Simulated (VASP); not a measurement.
A run of VASP 6.6.1 is set up as follows.

The input INCAR:

```
ALGO = Normal
EDIFF = 1E-6
ENCUT = 500
GGA_COMPAT = False
ISIF = 2
ISMEAR = 0
LASPH = True
LCHARG = False
LREAL = False
LWAVE = False
NBANDS = 16
NELM = 120
PREC = Accurate
SIGMA = 0.15
```

File KPOINTS:

```
k-points
0
Gamma
  18 18 10
```

The input POSCAR:

```
Ir
1.0
    2.6241000000      0.0000000000      0.0000000000
   -1.3120500000      2.2725372621      0.0000000000
    0.0000000000      0.0000000000      4.3862420605
Ir
2
Direct
    0.6666666667      0.3333333333      0.7500000000
    0.3333333333      0.6666666667      0.2500000000
```

Potentials or basis: VASP PAW LDA potentials, release 64 (Ir).

Run with:

```sh
$ cat potpaw_LDA.64/Ir/POTCAR > POTCAR
$ mpirun -np 1 vasp_std > vasp.out
```

Problem. Predict the pressure.

Solution. 32.2 GPa.

Problem. What does it give for the band gap on the k mesh?

Solution. Zero (band 9 reaches 13.20 eV, above the bottom of band 10 at 9.18 eV).

Stress tensor (GPa, compression positive):
```
37.47  0.00  0.00
 0.00 37.47  0.00
 0.00  0.00 21.73
```

Caveat: spin-orbit coupling is left out, which moves the levels of the heavy elements.
